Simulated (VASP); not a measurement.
Here is a VASP 6.6.1 calculation.

The input INCAR:

```
  PREC = Accurate
  ENCUT = 400
  EDIFF = 1E-8
  ISMEAR = -1
  SIGMA = 0.01
  LREAL = False
  LASPH = True
  NELM = 120
  ALGO = Normal
  ISIF = 2
  LWAVE = False
  LCHARG = False
  GGA = PE
  LEFG = True
  NBANDS = 16
  GGA_COMPAT = False
```

Contents of KPOINTS:

```
regular mesh
0
Gamma
  7 7 7
```

File POSCAR:

```
AgI
1.0
    0.0000000000      3.2579343995      3.2579343995
    3.2579343995      0.0000000000      3.2579343995
    3.2579343995      3.2579343995      0.0000000000
Ag I
1 1
Direct
    0.0000000000      0.0000000000      0.0000000000
    0.7500000000      0.7500000000      0.7500000000
```

Potentials or basis: VASP PAW PBE potentials, release 64 (Ag, I).

Command:

```bash
$ cat potpaw_PBE.64/Ag/POTCAR potpaw_PBE.64/I/POTCAR > POTCAR
$ mpirun -np 1 vasp_std > vasp.out
```

(1) What does it give for the pressure?

(2) Predict the band gap on the k mesh.

## Answers

(1) 1.4 GPa.

(2) 1.34 eV.

Caveat: spin-orbit coupling is left out, which moves the levels of the heavy elements.
